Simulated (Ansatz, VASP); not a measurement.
## Two plane-wave programs on SiC

```
Si C
1.0
     3.15030    0.00000    0.00000
     0.00000    4.45520    0.00000
     0.00000    0.00000    2.99158
Si C
2 2
Direct
  0.00000 0.00000 0.00000
  0.50000 0.50000 0.50000
  0.50000 0.25000 0.00000
  0.00000 0.75000 0.50000
```

Alike in both runs: task single point; functional LDA; k mesh 6 × 4 × 6; occupations gaussian, width 0.1 eV; no spin polarisation.

|  | VASP | Ansatz |
| --- | --- | --- |
| version | VASP 6.6.1 | Ansatz 0.2.0 |
| potentials or method | VASP PAW LDA potentials, release 64 (Si, C), cutoff 600 eV | scalar-relativistic, plane waves, PAW |
| valence electrons in the cell | 16 | 16 |

|  | VASP | Ansatz | Ansatz less VASP |
| --- | --- | --- | --- |
| gap on the k mesh at the Fermi level (eV) | 1.01 | 1.02 | +0.015 |
| least direct gap on the mesh (eV) | 1.14 | 1.15 | +0.015 |
| pressure (GPa) | -6.6 | -6.9 | -0.21 |
| rms of the force components (eV/Å) | 0.205 | 0.203 | -0.0018 |

Ansatz warns that its potentials were made for another functional, while VASP's fit it. LDA's correlation is that of Perdew and Zunger in VASP and of Perdew and Wang (1992) in Ansatz. Ansatz's warnings: structure snapped to symmetry.
